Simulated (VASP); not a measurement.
Input of a VASP 6.6.1 run:

The input INCAR:

```
PREC = Accurate
ENCUT = 520
EDIFF = 1E-6
ISMEAR = 0
SIGMA = 0.15
LREAL = False
LASPH = True
NELM = 80
ALGO = Normal
ISIF = 2
LWAVE = False
LCHARG = False
NBANDS = 13
```

File KPOINTS:

```
Automatic mesh
0
Gamma
  20 20 20
```

File POSCAR:

```
W
1.0
    0.0000000000      2.0300000000      1.9691000000
    2.0300000000      0.0000000000      1.9691000000
    2.0300000000      2.0300000000      0.0000000000
W
1
Direct
    0.0000000000      0.0000000000      0.0000000000
```

Potentials or basis: VASP PAW LDA potentials, release 64 (W_sv).

Launch:

```sh
$ cat potpaw_LDA.64/W_sv/POTCAR > POTCAR
$ mpirun -np 1 vasp_std > vasp.out
```

Q: Estimate the band gap on the k mesh.

A: Zero (band 7 reaches 14.18 eV, above the bottom of band 8 at 9.96 eV).

Q: Estimate the pressure.

A: -8.6 GPa.

Stress tensor (GPa, compression positive):
```
 -5.30   0.00   0.00
  0.00  -5.30   0.00
  0.00   0.00 -15.16
```

Caveat: the cell differs from its parent crystal (strain +0.000 along x and y, -0.030 along z); spin-orbit coupling is left out, which moves the levels of the heavy elements.
